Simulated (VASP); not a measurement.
Crystal: Mo.

```xyz
1
Lattice="2.6427 0.0000 0.0000 0.0000 2.6427 0.0000 0.0000 0.0000 2.6427" Properties=species:S:1:pos:R:3 pbc="T T T"
Mo    0.0000    0.0000    0.0000
```

Base run:

* Program: VASP 6.6.1
* Functional: BLYP
* Potentials or basis: VASP PAW PBE potentials, release 64 (Mo_sv)
* Cutoff: 520 eV
* k mesh: 13 × 13 × 13
* Occupations: fermi-dirac, width 0.1 eV
* Spin: no spin polarisation

Its results: band gap on the k mesh zero (band 7 reaches 11.85 eV, above the bottom of band 8 at 9.93 eV); pressure -0.1 GPa.

Question: The run is repeated on the same cell with these changes: k mesh from 13 × 13 × 13 to 19 × 19 × 19. What comes out?

Answer: Band gap on the k mesh zero (band 7 reaches 11.90 eV, above the bottom of band 8 at 9.69 eV); pressure 0.4 GPa.

Caveats: the PAW data sets were made with another functional, which shifts forces and pressure a little.
